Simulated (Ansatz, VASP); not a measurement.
## Si3Te: VASP beside Ansatz

```xyz
8
Lattice="3.2225 -0.1220 -0.0197 0.1235 3.2230 -0.0194 0.2231 0.2922 16.1851" Properties=species:S:1:pos:R:3 pbc="T T T"
Si    3.4130    0.1147   12.1183
Si    0.1559    3.2782    4.0279
Si    1.8717    1.7951   13.3518
Si    1.7140    1.6137    5.2611
Si    1.8547    1.7785   10.8838
Si    1.6976    1.5985    2.7934
Te    1.8952    1.8439   16.1670
Te    1.7859    1.6959    8.0732
```

Change from the starting cell: the structure that the rattled cell fell into.

Alike in both runs: functional PBE; k mesh 6 × 6 × 1; occupations gaussian, width 0.1 eV; no spin polarisation.

Ansatz relaxed the structure, and its values are those at the end. VASP's run is a single point on that final structure, the one shown.

```csv
,VASP,Ansatz
version,VASP 6.6.1,Ansatz 0.2.0
potentials or method,"VASP PAW PBE potentials, release 64 (Si, Te), cutoff 500 eV","scalar-relativistic, plane waves, PAW"
valence electrons in the cell,36,56
```

Ansatz gave:

- gap on the k mesh at the Fermi level (eV): none
- pressure (GPa): 0.0
- rms of the force components (eV/Å): 0.006

What did VASP give for the same quantities?

gap on the k mesh at the Fermi level (eV): none; pressure (GPa): -0.1; rms of the force components (eV/Å): 0.011.

A gap of «none» marks a metal or a gap that the smearing closes. With one functional, cell and mesh, what is left measures potentials, basis and numerics. VASP's potentials hold 36 valence electrons a cell and Ansatz's 56, so a difference there can come from the potentials and not from the codes.

The k mesh is coarse, so the values compare programs but aren't converged. Neither program's run includes spin-orbit coupling.
